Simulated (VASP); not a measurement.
Input of a VASP 6.6.1 run:

The input INCAR:

```
ALGO     = Normal         # electronic algorithm
EDIFF    = 1E-6           # SCF threshold, eV
ENCUT    = 520            # plane-wave cutoff, eV
GGA      = PS             # functional
ISIF     = 2              # what is computed and relaxed
ISMEAR   = 0              # smearing method
LASPH    = T              # aspherical terms in the spheres
LCHARG   = T              # write CHGCAR
LELF     = T              # ELF
LREAL    = F              # projectors in reciprocal space
LVHAR    = T            
LWAVE    = F              # write WAVECAR
NBANDS   = 17             # bands
NELM     = 60             # most SCF steps
PREC     = Accurate       # precision mode
SIGMA    = 0.01           # smearing width, eV
```

File KPOINTS:

```
k-points
0
Gamma
  3 3 3
```

File POSCAR:

```
SnTe
1.0
   -0.0123400000      3.5909600000      3.5803100000
    3.6386700000     -0.0265400000      3.5945100000
    3.6394100000      3.6059000000     -0.0272800000
Sn Te
1 1
Direct
    0.9957800000      0.0009800000      0.0052100000
    0.7561500000      0.7474000000      0.7507500000
```

Potentials or basis: VASP PAW PBE potentials, release 64 (Sn_d, Te).

Command:

```bash
$ cat potpaw_PBE.64/Sn_d/POTCAR potpaw_PBE.64/Te/POTCAR > POTCAR
$ mpirun -np 1 vasp_std > vasp.out
```

(1) What does it give for the pressure?

(2) Predict the band gap on the k mesh.

(3) Predict the largest force.

## Answers

(1) -2.3 GPa.

(2) 0.71 eV, indirect (least direct gap 0.95 eV).

(3) 0.081 eV/Å.

Caveat: the k points lie up to 0.50 Å⁻¹ apart; the PAW data sets were made with another functional, which shifts forces and pressure a little; spin-orbit coupling is left out, which moves the levels of the heavy elements.
